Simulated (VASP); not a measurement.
Crystal: CdF2.

```
Cd F
1.0
     0.00000    2.65759    2.65759
     2.65759    0.00000    2.65759
     2.65759    2.65759    0.00000
Cd F
1 2
Direct
  0.00000 0.00000 0.00000
  0.75000 0.75000 0.75000
  0.25000 0.25000 0.25000
```

Base run:

| Item | Value |
| --- | --- |
| Program | VASP 6.6.1 |
| Functional | r2SCAN |
| Potentials or basis | VASP PAW PBE potentials, release 64 (Cd, F) |
| Cutoff | 520 eV |
| k mesh | 9 × 9 × 9 |
| Occupations | fermi-dirac, width 0.05 eV |
| Spin | no spin polarisation |

Its results: band gap on the k mesh 3.93 eV, indirect (least direct gap 4.34 eV); pressure 6.4 GPa.

Q: After a change of settings the same cell gave: band gap on the k mesh 2.97 eV, indirect (least direct gap 3.37 eV); pressure 0.0 GPa. Which change was it?
A. functional from r2SCAN to PBE
B. functional from r2SCAN to LDA; potentials or basis from VASP PAW PBE potentials, release 64 (Cd, F) to VASP PAW LDA potentials, release 64 (Cd, F)
C. functional from r2SCAN to PBEsol

A: B.

Caveats: the PAW data sets were made with another functional, which shifts forces and pressure a little (some runs).
